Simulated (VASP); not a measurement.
Write the native input for VASP 6.6.1 that does the following.

```
Task                   : single point
Functional             : r2SCAN
Potentials or basis    : VASP PAW PBE potentials, release 64 (Pb_d, Te)
Cutoff                 : 550 eV
k mesh                 : 6 × 6 × 6
Occupations            : gaussian, width 0.01 eV
Spin                   : no spin polarisation
Dipole correction      : no
Further INCAR settings : ALGO = Normal; EDIFF = 1e-06; NBANDS = 17
```

The system is TePb.

```
Pb Te
1.0
     0.00000    3.46779    3.93122
     3.46779    0.00000    3.93122
     3.46779    3.46779    0.00000
Pb Te
1 1
Direct
  0.00000 0.00000 0.00000
  0.25000 0.25000 0.25000
```

This cell differs from its parent crystal: epitaxial xy strain -4.8%.

These files were run (other wordings do the same):

POSCAR

```
TePb
1.0
    0.0000000000      3.4677948021      3.9312208247
    3.4677948021      0.0000000000      3.9312208247
    3.4677948021      3.4677948021      0.0000000000
Pb Te
1 1
Direct
    0.0000000000      0.0000000000      0.0000000000
    0.2500000000      0.2500000000      0.2500000000
```

INCAR.step1

```
SYSTEM = TePb
  PREC = Accurate
  ENCUT = 550
  ISMEAR = 0
  SIGMA = 0.01
  LREAL = .FALSE.
  LASPH = .TRUE.
  NELM = 120
  NBANDS = 17
  GGA = PE
  ALGO = Normal
  EDIFF = 1E-5
  LWAVE = .TRUE.
  LCHARG = .FALSE.
  GGA_COMPAT = .FALSE.
```

INCAR.step2

```
SYSTEM = TePb
  PREC = Accurate
  ENCUT = 550
  EDIFF = 1E-6
  ISMEAR = 0
  SIGMA = 0.01
  LREAL = .FALSE.
  LASPH = .TRUE.
  NELM = 120
  ALGO = Normal
  ISIF = 2
  LWAVE = .FALSE.
  LCHARG = .FALSE.
  METAGGA = R2SCAN
  LMIXTAU = .TRUE.
  NBANDS = 17
  ISTART = 1
  GGA_COMPAT = .FALSE.
```

KPOINTS

```
Automatic mesh
0
G
  6 6 6
  0 0 0
```

Potentials or basis: VASP PAW PBE potentials, release 64 (Pb_d, Te).

Launch:

```console
$ cat potpaw_PBE.64/Pb_d/POTCAR potpaw_PBE.64/Te/POTCAR > POTCAR
$ cp INCAR.step1 INCAR
$ mpirun -np 1 vasp_std > vasp.out
$ cp INCAR.step2 INCAR
$ mpirun -np 1 vasp_std > vasp.out
```

It gave:

```
Pressure               : 0.3 GPa
Band gap on the k mesh : 0.48 eV, indirect (least direct gap 1.37 eV)
```

Caveat: the cell differs from its parent crystal (epitaxial xy strain -4.8%); the PAW data sets were made with another functional, which shifts forces and pressure a little; spin-orbit coupling is left out, which moves the levels of the heavy elements.

It took 110 s on 1 thread of Intel(R) Xeon(R) Platinum 8488C (Sapphire Rapids), with other jobs on the host, peak memory 0.28 GiB.
